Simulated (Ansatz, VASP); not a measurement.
**Cs3Re: VASP beside Ansatz**

```xyz
4
Lattice="5.5664 0.0000 0.0000 0.0000 5.5664 0.0000 0.0000 0.0000 5.5664" Properties=species:S:1:pos:R:3 pbc="T T T"
Cs    0.0000    2.7832    2.7832
Cs    2.7832    0.0000    2.7832
Cs    2.7832    2.7832    0.0000
Re    0.0000    0.0000    0.0000
```

Alike in both runs: functional PBE; k mesh 8 × 8 × 8; occupations gaussian, width 0.1 eV; no spin polarisation.

Ansatz relaxed the structure, and its values are those at the end. VASP's run is a single point on that final structure, the one shown.

|  | VASP | Ansatz |
| --- | --- | --- |
| version | VASP 6.6.1 | Ansatz 0.2.0 |
| potentials or method | VASP PAW PBE potentials, release 64 (Cs_sv, Re), cutoff 520 eV | scalar-relativistic, plane waves, PAW |
| valence electrons in the cell | 34 | 42 |

|  | VASP | Ansatz | Ansatz less VASP |
| --- | --- | --- | --- |
| gap on the k mesh at the Fermi level (eV) | none | none | - |
| pressure (GPa) | 0.1 | 0.0 | -0.10 |

A gap of «none» marks a metal or a gap that the smearing closes. VASP's potentials hold 34 valence electrons a cell and Ansatz's 42, so a difference there can come from the potentials and not from the codes.

Neither program's run includes spin-orbit coupling.
